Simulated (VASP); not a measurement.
## AlN: single point with PBE

Crystal: AlN.

```xyz
2
Lattice="0.0000 2.2016 2.2016 2.2016 0.0000 2.2016 2.2016 2.2016 0.0000" Properties=species:S:1:pos:R:3 pbc="T T T"
Al   -0.0908    0.0000    0.0000
N     3.4774    3.3024    3.3024
```

* Program: VASP 6.6.1
* Task: single point
* Functional: PBE
* Potentials or basis: VASP PAW PBE potentials, release 64 (Al, N)
* Cutoff: 600 eV
* k mesh: 10 × 10 × 10, shifted
* Occupations: gaussian, width 0.05 eV
* Spin: no spin polarisation

```
Pressure               : 7.6 GPa
Largest force          : 3.391 eV/Å
Band gap on the k mesh : 2.82 eV, indirect (least direct gap 3.43 eV)
```

Forces on the atoms (eV/Å):
```
Al   3.391  0.000  0.000
N   -3.391  0.000  0.000
```

Stress tensor (GPa, compression positive):
```
-0.67  0.00  0.00
 0.00 11.67 17.74
 0.00 17.74 11.67
```

Levels at points of the mesh, in eV from the valence-band top:
| k point | band 1 | band 2 | band 3 | band 4 | band 5 | band 6 | band 7 | band 8 |
| --- | --- | --- | --- | --- | --- | --- | --- | --- |
| (0.05, 0.05, 0.05) | -15.40 | -1.45 | -0.58 | 0.00 | 3.43 | 11.51 | 11.74 | 12.14 |

It took 5.9 min on 1 thread of Intel Xeon 6975P-C (shared host), peak memory 0.62 GiB.

Caveat: forces of over 1 eV/Å act on the atoms, so gaps and moduli don't describe the material at rest. As with any semilocal functional, this PBE gap is likely too small.
